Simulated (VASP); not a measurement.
# NaI (I-4m2) in VASP: further runs, part 2 of 3

VASP 6.6.1. The steps go on from the part before.

## (3) Single point, PBE (uniaxial z strain +5.7%)

INCAR

```
PREC     = Accurate       # precision mode
ENCUT    = 520            # plane-wave cutoff, eV
EDIFF    = 1E-6           # SCF threshold, eV
ISMEAR   = -1             # smearing method
SIGMA    = 0.02           # smearing width, eV
LREAL    = False          # projectors in reciprocal space
LASPH    = True           # aspherical terms in the spheres
NELM     = 80             # most SCF steps
ALGO     = Normal         # electronic algorithm
ISIF     = 2              # what is computed and relaxed
LWAVE    = False          # write WAVECAR
LCHARG   = False          # write CHGCAR
GGA      = PE             # functional
NBANDS   = 14             # bands
```

KPOINTS

```
regular mesh
0
Gamma
  6 6 6
```

POSCAR

```
NaI
1.0
    0.0000000000      3.5431916338      3.7440905994
    3.5431916338      0.0000000000      3.7440905994
    3.5431916338      3.5431916338      0.0000000000
Na I
1 1
Direct
    0.0000000000      0.0000000000      0.0000000000
    0.2500000000      0.2500000000      0.2500000000
```

Potentials or basis: VASP PAW PBE potentials, release 64 (Na_pv, I).

On the command line:

```
$ cat potpaw_PBE.64/Na_pv/POTCAR potpaw_PBE.64/I/POTCAR > POTCAR
$ mpirun -np 1 vasp_std > vasp.out
```

Wall time 38 s (1 thread of Intel Xeon Platinum 8488C (Sapphire Rapids), shared host); peak memory 0.25 GiB.

Results (log left out):

```
Free energy            : -5.2911 eV
Pressure               : -0.2 GPa
Band gap on the k mesh : 3.70 eV, direct
```

Stress tensor (GPa, compression positive):
```
-0.19  0.00  0.00
 0.00 -0.19  0.00
 0.00  0.00 -0.33
```

Levels at points of the mesh, in eV from the valence-band top:
```tsv
k point	band 4	band 5	band 6	band 7	band 8	band 9	band 10	band 11
(0.00, 0.00, 0.00)	-10.39	-0.07	0.00	0.00	3.70	7.73	7.82	7.82
(0.50, 0.00, 0.00)	-10.28	-1.14	-0.20	-0.09	5.28	7.44	7.50	7.75
(0.50, 0.50, 0.00)	-10.26	-1.11	-0.31	-0.31	5.19	6.25	8.41	10.25
(0.50, 0.00, 0.50)	-10.24	-1.03	-0.43	-0.41	5.18	6.04	8.80	9.81
```

Caveat: the cell differs from its parent crystal (uniaxial z strain +5.7%); spin-orbit coupling is left out, which moves the levels of the heavy elements.

## (4) Single point, r2SCAN (epitaxial xy strain -2.0%)

POSCAR

```
NaI
1.0
    0.0000000000      3.4709105245      3.6654435105
    3.4709105245      0.0000000000      3.6654435105
    3.4709105245      3.4709105245      0.0000000000
Na I
1 1
Direct
    0.0000000000      0.0000000000      0.0000000000
    0.2500000000      0.2500000000      0.2500000000
```

INCAR.step1

```
SYSTEM = NaI
PREC     = Accurate       ! precision mode
ENCUT    = 520            ! plane-wave cutoff, eV
ISMEAR   = 0              ! smearing method
SIGMA    = 0.01           ! smearing width, eV
LREAL    = .False.        ! projectors in reciprocal space
LASPH    = .True.         ! aspherical terms in the spheres
NELM     = 100            ! most SCF steps
NBANDS   = 14             ! bands
GGA      = PE             ! functional
ALGO     = Normal         ! electronic algorithm
EDIFF    = 1E-4           ! SCF threshold, eV
LWAVE    = .True.         ! write WAVECAR
LCHARG   = .False.        ! write CHGCAR
```

INCAR.step2

```
SYSTEM = NaI
PREC     = Accurate       ! precision mode
ENCUT    = 520            ! plane-wave cutoff, eV
EDIFF    = 1E-6           ! SCF threshold, eV
ISMEAR   = 0              ! smearing method
SIGMA    = 0.01           ! smearing width, eV
LREAL    = .False.        ! projectors in reciprocal space
LASPH    = .True.         ! aspherical terms in the spheres
NELM     = 100            ! most SCF steps
ALGO     = Normal         ! electronic algorithm
ISIF     = 2              ! what is computed and relaxed
LWAVE    = .False.        ! write WAVECAR
LCHARG   = .False.        ! write CHGCAR
METAGGA  = R2SCAN         ! meta-GGA
LMIXTAU  = .True.       
NBANDS   = 14             ! bands
ISTART   = 1
```

KPOINTS

```
Automatic mesh
0
Gamma
  6 6 6
  0 0 0
```

Potentials or basis: VASP PAW PBE potentials, release 64 (Na_pv, I).

On the command line:

```
$ cat potpaw_PBE.64/Na_pv/POTCAR potpaw_PBE.64/I/POTCAR > POTCAR
$ cp INCAR.step1 INCAR
$ mpirun -np 1 vasp_std > vasp.out
$ cp INCAR.step2 INCAR
$ mpirun -np 1 vasp_std > vasp.out
```

OUTCAR:

```text
SYSTEM = NaI
   PREC = Accurate
   ENCUT = 520
   EDIFF = 1E-6
   ISMEAR = 0
   LREAL = .False.
   LASPH = .True.
   NELM = 100
   ISIF = 2
   METAGGA = R2SCAN
   ISTART = 1

 ion  position               nearest neighbor table
   1  0.000  0.000  0.000-   2 3.06   2 3.06   2 3.06   2 3.06
   2  0.250  0.250  0.250-   1 3.06   1 3.06   1 3.06   1 3.06

  LATTYP: Found a body centered tetragonal cell.
 ALAT       =     4.9086087375
 C/A-ratio  =     1.4934755270

  Lattice vectors:

 A1 = (  -3.4709105245,   0.0000000000,   3.6654435105)
 A2 = (   3.4709105245,   0.0000000000,   3.6654435105)
 A3 = (   0.0000000000,   3.4709105245,  -3.6654435105)

Analysis of symmetry for initial positions (statically):
=====================================================================
 Subroutine PRICEL returns:
 Original cell was already a primitive cell.

 Routine SETGRP: Setting up the symmetry group for a
 body centered tetragonal supercell.

 Subroutine GETGRP returns: Found  8 space group operations
 (whereof  8 operations were pure point group operations)
 out of a pool of 16 trial point group operations.

The static configuration has the point symmetry D_2d.

Analysis of symmetry for dynamics (positions and initial velocities):
=====================================================================
 Subroutine PRICEL returns:
 Original cell was already a primitive cell.

 Routine SETGRP: Setting up the symmetry group for a
 body centered tetragonal supercell.

 Subroutine GETGRP returns: Found  8 space group operations
 (whereof  8 operations were pure point group operations)
 out of a pool of 16 trial point group operations.

The dynamic configuration has the point symmetry D_2d.

 Subroutine INISYM returns: Found  8 space group operations
 (whereof  8 operations are pure point group operations),
 and found     1 'primitive' translations

----------------------------------------------------------------------------------------

                                     Primitive cell

  volume of cell :      88.3168

  direct lattice vectors                    reciprocal lattice vectors
     0.000000000  3.470910524  3.665443510    -0.144054419  0.144054419  0.136409141
     3.470910524  0.000000000  3.665443510     0.144054419 -0.144054419  0.136409141
     3.470910524  3.470910524  0.000000000     0.144054419  0.144054419 -0.136409141

  length of vectors
     5.048038827  5.048038827  4.908608738     0.245175050  0.245175050  0.245175050

  position of ions in fractional coordinates (direct lattice)
     0.000000000  0.000000000  0.000000000
     0.250000000  0.250000000  0.250000000

  ion indices of the primitive-cell ions
   primitive index   ion index
                 1           1
                 2           2

----------------------------------------------------------------------------------------

 KPOINTS: Automatic mesh

Automatic generation of k-mesh.
 Grid dimensions read from file:
 generate k-points for:    6    6    6

 Generating k-lattice:

  Cartesian coordinates                     Fractional coordinates (reciprocal lattice)
    -0.024009070  0.024009070  0.022734857     0.166666667  0.000000000  0.000000000
     0.024009070 -0.024009070  0.022734857     0.000000000  0.166666667  0.000000000
     0.024009070  0.024009070 -0.022734857     0.000000000  0.000000000  0.166666667

  Length of vectors
     0.040862508  0.040862508  0.040862508

  Shift w.r.t. Gamma in fractional coordinates (k-lattice)
     0.000000000  0.000000000  0.000000000

 Subroutine IBZKPT returns following result:
 ===========================================

 Found     30 irreducible k-points:

 Following reciprocal coordinates:
            Coordinates               Weight
  0.000000  0.000000  0.000000      1.000000
  0.166667  0.000000  0.000000      8.000000
  0.333333 -0.000000  0.000000      8.000000
  0.500000  0.000000  0.000000      4.000000
  0.166667  0.166667  0.000000      2.000000
  0.333333  0.166667  0.000000      8.000000
[... 16 lines left out ...]
  0.333333  0.000000  0.333333      4.000000
  0.500000 -0.000000  0.333333     16.000000
 [... further k-points ...]
   k-points           NKPTS =     30   k-points in BZ     NKDIM =     30   number of bands    NBANDS=     14
   number of dos      NEDOS =    301   number of ions     NIONS =      2
   total plane-waves  NPLWV =  64000
   dimension x,y,z NGX =    40 NGY =   40 NGZ =   40
   dimension x,y,z NGXF=    80 NGYF=   80 NGZF=   80
   ions per type =               1   1
   NGX,Y,Z   is equivalent  to a cutoff of  13.17, 13.17, 13.55 a.u.
   NGXF,Y,Z  is equivalent  to a cutoff of  26.35, 26.35, 27.09 a.u.
 SYSTEM =  NaI
   PREC   = accura    normal or accurate (medium, high low for compatibility)
   ISTART =      1    job   : 0-new  1-cont  2-samecut
   ICHARG =      0    charge: 1-file 2-atom 10-const
   ISPIN  =      1    spin polarized calculation?
   LNONCOLLINEAR =      F non collinear calculations
   LSORBIT =      F    spin-orbit coupling
   LASPH  =      T    aspherical Exc in radial PAW
   ENCUT  =  520.0 eV  38.22 Ry    6.18 a.u.   9.39  9.39  9.13*2*pi/ulx,y,z
   NELM   =    100;   NELMIN=  2; NELMDL=  0     # of ELM steps
   EDIFF  = 0.1E-05   stopping-criterion for ELM
   LREAL  =      F    real-space projection
   EDIFFG = 0.1E-04   stopping-criterion for IOM
   NSW    =      0    number of steps for IOM
   IBRION =     -1    ionic relax: 0-MD 1-quasi-New 2-CG
   NFREE  =      0    steps in history (QN), initial steepest desc. (CG)
   ISIF   =      2    stress and relaxation
   ISYM   =      2    0-nonsym 1-usesym 2-fastsym
   POTIM  = 0.5000    time-step for ionic-motion
   TEBEG  =    0.0;   TEEND  =   0.0 temperature during run
   PSTRESS=    0.0 pullay stress
   NELECT =      14.0000    total number of electrons
   NUPDOWN=      -1.0000    fix difference up-down
   EMIN   =  10.00;   EMAX   =-10.00  energy-range for DOS
   EFERMI =   0.00;   METHOD = LEGACY
   ISMEAR =     0;   SIGMA  =   0.01  broadening in eV -4-tet -1-fermi 0-gaus
   EFERMI_NEDOS =   21; number of points for ismear=-14 and -15
   IALGO  =     38    algorithm
   IMIX   =      4    mixing-type and parameters
     AMIX     =   0.40;   BMIX     =  1.00
     AMIX_MAG =   1.60;   BMIX_MAG =  1.00
  volume/ion in A,a.u.               =      44.16       298.00
  Fermi-wavevector in a.u.,A,eV,Ry     =   0.886005  1.674308 10.680650  0.785006
  Thomas-Fermi vector in A             =   2.007114
   LORBIT       =      0    0 simple, 1 ext, 2 COOP (PROOUT), +10 PAW based schemes
   METAGGA = R2SCAN    functional components
   LHFCALC =     F    Hartree Fock is set to
   AEXX    =    0.0000 exact exchange contribution
   IVDW    =     0    specifies the selected vdW correction
   LEPSILON=     F    determine dielectric tensor
   LRPA    =     F    only Hartree local field effects (RPA)
 non-spin polarized calculation
 Gauss-broadening in eV      SIGMA  =   0.01
  energy-cutoff  :      520.00
  volume of cell :       88.32
 maximum number of plane-waves:      2394
 NGX is ok and might be reduce to    40
   NGX = 19   NGY = 19   NGZ = 19

 number of electron      14.0000009 magnetization

 Free energy of the ion-electron system (eV)
  ---------------------------------------------------
  ext. energy  EPLUGINS =         0.00000000
  ---------------------------------------------------
  free energy    TOTEN  =       -30.91708537 eV

  energy without entropy =      -30.91708537  energy(sigma->0) =      -30.91708537

 E-fermi :  -1.3290     XC(G=0):  -6.8314

 val. band max:       -1.3984350316   @ k =   0.0000   0.0000   0.0000
 cond. band min:       3.0067704105   @ k =   0.0000   0.0000   0.0000
 fundamental gap:      4.4052054421
 Fermi energy:        -1.3290177288

 k-point     1 :       0.0000    0.0000    0.0000
  band No.  band energies     occupation
      1     -24.3015      2.00000
      2     -24.3012      2.00000
      3     -24.2972      2.00000
      4     -12.1693      2.00000
      5      -1.4705      2.00000
      6      -1.3984      2.00000
      7      -1.3984      2.00000
      8       3.0068      0.00000
      9       7.0995      0.00000
     10       7.1942      0.00000
     11       7.1944      0.00000
     12       8.5143      0.00000
     13       9.1732      0.00000
     14      10.3367      0.00000
[... 375 lines left out ...]
 k-point    24 :       0.5000   -0.0000    0.3333
  band No.  band energies     occupation
      1     -24.3039      2.00000
      2     -24.3023      2.00000
      3     -24.2979      2.00000
      4     -11.9880      2.00000
      5      -2.4343      2.00000
      6      -1.9524      2.00000
      7      -1.8007      2.00000
      8       4.5254      0.00000
      9       5.7239      0.00000
     10       7.4906      0.00000
     11       8.4670      0.00000
     12       9.3671      0.00000
     13      10.6614      0.00000
     14      11.3538      0.00000

 [... further k-points ...]
[... 5 lines left out ...]
  --------------------------------------------------------------------------------------
  -------------------------------------------------------------------------------------
  Total        0.0305544      0.0305544     -0.0373352      0.0000000      0.0000000      0.0000000
  in kB        0.5542957      0.5542957     -0.6773064      0.0000000      0.0000000      0.0000000
  external PRESSURE =       0.1437617 kB  Pullay stress =       0.0000000 kB

 VOLUME and BASIS-vectors are now :
 -----------------------------------------------------------------------------
  energy-cutoff  :      520.00
  volume of cell :       88.32
      direct lattice vectors                 reciprocal lattice vectors
     0.000000000  3.470910524  3.665443510    -0.144054419  0.144054419  0.136409141
     3.470910524  0.000000000  3.665443510     0.144054419 -0.144054419  0.136409141
     3.470910524  3.470910524  0.000000000     0.144054419  0.144054419 -0.136409141

 POSITION                                       TOTAL-FORCE (eV/Angst)
 -----------------------------------------------------------------------------------
      0.00000      0.00000      0.00000        -0.000000     -0.000000      0.000000
      1.73546      1.73546      1.83272         0.000000      0.000000     -0.000000
 -----------------------------------------------------------------------------------
    total drift:                               -0.000009     -0.000009      0.000016

  FREE ENERGIE OF THE ION-ELECTRON SYSTEM (eV)
  ---------------------------------------------------
  free  energy   TOTEN  =       -30.9170853670 eV

  energy  without entropy=      -30.9170853670  energy(sigma->0) =      -30.91708537
```

Wall time 2.5 min (1 thread of Intel Xeon Platinum 8488C (Sapphire Rapids), shared host); peak memory 0.27 GiB.

Results:

```
Free energy            : -30.9171 eV
Pressure               : 0.0 GPa
Band gap on the k mesh : 4.41 eV, direct
```

Stress tensor (GPa, compression positive):
```
 0.06  0.00  0.00
 0.00  0.06  0.00
 0.00  0.00 -0.07
```

Levels at points of the mesh, in eV from the valence-band top:
```
           k point  band 5  band 6  band 7  band 8  band 9  band 10
(0.00, 0.00, 0.00)   -0.07    0.00    0.00    4.41    8.50     8.59
(0.50, 0.00, 0.00)   -1.26   -0.22   -0.09    6.06    8.07     8.19
(0.50, 0.50, 0.00)   -1.21   -0.35   -0.35    5.57    6.98     9.55
(0.50, 0.00, 0.50)   -1.13   -0.48   -0.45    5.53    6.76    10.00
```

Caveat: the cell differs from its parent crystal (epitaxial xy strain -2.0%); the PAW data sets were made with another functional, which shifts forces and pressure a little; spin-orbit coupling is left out, which moves the levels of the heavy elements.

(Continued in part 3 of 3.)
